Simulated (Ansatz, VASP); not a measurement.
**Zn: VASP beside Ansatz**

```xyz
4
Lattice="1.3549 2.3468 0.0000 -1.3549 2.3468 0.0000 0.0000 0.0000 9.5110" Properties=species:S:1:pos:R:3 pbc="T T T"
Zn    0.0000    0.0000    0.0000
Zn    0.0000    0.0000    4.7555
Zn    0.0000    1.5645    7.1332
Zn    0.0000    3.1290    2.3777
```

Alike in both runs: functional PBE; k mesh 7 × 7 × 2; occupations fermi-dirac, width 0.0242 eV; no spin polarisation.

Ansatz relaxed the structure, and its values are those at the end. VASP's run is a single point on that final structure, the one shown.

|  | VASP | Ansatz |
| --- | --- | --- |
| version | VASP 6.6.1 | Ansatz 0.2.0 |
| potentials or method | VASP PAW PBE potentials, release 64 (Zn), cutoff 520 eV | PAW plane waves |
| valence electrons in the cell | 48 | 48 |

|  | VASP | Ansatz | Ansatz less VASP |
| --- | --- | --- | --- |
| gap on the k mesh at the Fermi level (eV) | none | none | - |
| pressure (GPa) | 0.3 | 0.0 | -0.33 |

A gap of «none» marks a metal or a gap that the smearing closes. The functional is the same, so the differences come from potentials, cutoffs and numerics. Ansatz's warnings: structure snapped to symmetry.

The k mesh is coarse, so the values compare programs but aren't converged.
